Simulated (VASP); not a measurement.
Here is a VASP 6.6.1 calculation.

The input INCAR:

```
PREC = Accurate ; ENCUT = 520
EDIFF = 1E-6 ; ISMEAR = 0
SIGMA = 0.01 ; LREAL = F
LASPH = T ; NELM = 60
ALGO = Normal ; ISIF = 2
LWAVE = F ; LCHARG = T
LELF = T ; LVHAR = T
NBANDS = 28
```

KPOINTS

```
Automatic mesh
0
Gamma
  5 5 5
```

File POSCAR:

```
PbSe
1.0
    0.0000000000     12.0008000000      3.1254400000
    3.1181500000      0.0000000000      3.1254400000
    3.1181500000     12.0008000000      0.0000000000
Pb Se
2 2
Direct
    0.1907300000      0.8052700000      0.1947300000
    0.8052700000      0.1907300000      0.8092700000
    0.6744200000      0.2955800000      0.7044200000
    0.2955800000      0.6744200000      0.3255800000
```

Potentials or basis: VASP PAW LDA potentials, release 64 (Pb_d, Se).

The run is started by

```bash
$ cat potpaw_LDA.64/Pb_d/POTCAR potpaw_LDA.64/Se/POTCAR > POTCAR
$ mpirun -np 1 vasp_std > vasp.out
```

**Question.** Predict the largest force.

**Answer.** 0.314 eV/Å.

**Question.** What does it give for the pressure?

**Answer.** -1.8 GPa.

Stress tensor (GPa, compression positive):
```
-2.12  0.00  0.00
 0.00 -1.22  0.00
 0.00  0.00 -2.13
```
